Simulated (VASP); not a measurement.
A run of VASP 6.6.1 is set up as follows.

The input INCAR:

```
ALGO = Normal
EDIFF = 1E-6
ENCUT = 500
GGA = PE
GGA_COMPAT = False
ISIF = 2
ISMEAR = 0
LASPH = True
LCHARG = False
LREAL = False
LWAVE = False
NBANDS = 19
NELM = 120
PREC = Accurate
SIGMA = 0.05
```

File KPOINTS:

```
k-points
0
Gamma
  8 8 8
```

File POSCAR:

```
K2S
1.0
    0.0000000000      3.7077774988      3.7077774988
    3.7077774988      0.0000000000      3.7077774988
    3.7077774988      3.7077774988      0.0000000000
K S
2 1
Direct
    0.2500000000      0.2500000000      0.2500000000
    0.7500000000      0.7500000000      0.7500000000
    0.0000000000      0.0000000000      0.0000000000
```

Potentials or basis: VASP PAW PBE potentials, release 64 (K_sv, S).

Run with:

```sh
$ cat potpaw_PBE.64/K_sv/POTCAR potpaw_PBE.64/S/POTCAR > POTCAR
$ mpirun -np 1 vasp_std > vasp.out
```

Problem. What does it give for the band gap on the k mesh?

Solution. 2.37 eV (least direct gap 2.56 eV).

Problem. What does it give for the pressure?

Solution. 0.4 GPa.

A k mesh can miss the band edges. Expect the measured gap to be larger: semilocal functionals such as PBE lack the derivative discontinuity.
